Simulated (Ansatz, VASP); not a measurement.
# BaBe2 in VASP and in Ansatz

```xyz
6
Lattice="0.0000 3.9465 3.9465 3.9465 0.0000 3.9465 3.9465 3.9465 0.0000" Properties=species:S:1:pos:R:3 pbc="T T T"
Ba    3.9465    3.9465    3.9465
Ba    5.9197    5.9197    5.9197
Be    0.9866    0.9866    0.9866
Be    0.9866    2.9599    2.9599
Be    2.9599    2.9599    0.9866
Be    2.9599    0.9866    2.9599
```

Alike in both runs: task relaxation of cell and atoms; functional PBE; k mesh 8 × 8 × 8; occupations gaussian, width 0.1 eV; no spin polarisation.

```csv
,VASP,Ansatz
version,VASP 6.6.1,Ansatz 0.2.0
potentials or method,"VASP PAW PBE potentials, release 64 (Ba_sv, Be), cutoff 600 eV","scalar-relativistic, plane waves, PAW"
valence electrons in the cell,28,28
```

VASP gave:

| Item | Value |
| --- | --- |
| gap on the k mesh at the Fermi level, each at its own relaxed structure (eV) | none |
| relaxed volume (Å³/atom) | 21.02 |
| relaxed cell length with the largest relative difference (Å) | 5.629 |

**Question.** Which values does Ansatz return?

**Answer.** gap on the k mesh at the Fermi level, each at its own relaxed structure (eV): none; relaxed volume (Å³/atom): 20.65; relaxed cell length with the largest relative difference (Å): 5.595.

A gap of «none» marks a metal or a gap that the smearing closes.

Spin-orbit coupling is off throughout. Noted on VASP's run: too few bands were computed for a metal, which touches its energy and stress.
